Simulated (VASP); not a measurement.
A run of VASP 6.6.1:

INCAR

```
SYSTEM = Ga2Sb2CO
PREC = Accurate
ENCUT = 520
EDIFF = 1E-6
ISMEAR = 0
SIGMA = 0.1
LREAL = .FALSE.
LASPH = .TRUE.
NELM = 120
ALGO = Normal
ISIF = 2
LWAVE = .FALSE.
LCHARG = .TRUE.
LDIPOL = .TRUE.
IDIPOL = 3
DIPOL = 0.5 0.5 0.361
GGA = PE
IVDW = 12
LELF = .TRUE.
LVHAR = .TRUE.
LVACPOTAV = .TRUE.
NBANDS = 42
GGA_COMPAT = .FALSE.
NELMDL = -8
```

Contents of KPOINTS:

```
Automatic mesh
0
G
  6 6 1
  0 0 0
```

The input POSCAR:

```
Ga2Sb2CO
1.0
    4.3343814621      0.0000000000      0.0000000000
   -2.1671907311      3.7536844559      0.0000000000
    0.0000000000      0.0000000000     23.3197422777
Sb Ga O C
2 2 1 1
Direct
    0.0000000000      0.0000000000      0.1715284823
    0.3333333333      0.6666666667      0.3301590654
    0.3333333333      0.6666666667      0.2094685204
    0.6666666667      0.3333333333      0.3632005095
    1.0000000000      1.0000000000      0.5218643557
    1.0000000000      1.0000000000      0.5711787943
```

Potentials or basis: VASP PAW PBE potentials, release 64 (Sb_d_GW, Ga_d, O, C).

Launch:

```console
$ cat potpaw_PBE.64/Sb_d_GW/POTCAR potpaw_PBE.64/Ga_d/POTCAR potpaw_PBE.64/O/POTCAR potpaw_PBE.64/C/POTCAR > POTCAR
$ mpirun -np 1 vasp_std > vasp.out
```

Hardware: 1 thread of Intel(R) Xeon(R) 6975P-C (Granite Rapids), on a shared host.

Problem. How long does it take, and how much memory?

Solution. Wall time 2.6 min on 1 thread of Intel(R) Xeon(R) 6975P-C (Granite Rapids) (shared host), peak memory 0.51 GiB. Counts: scf iterations 23, k points 7.
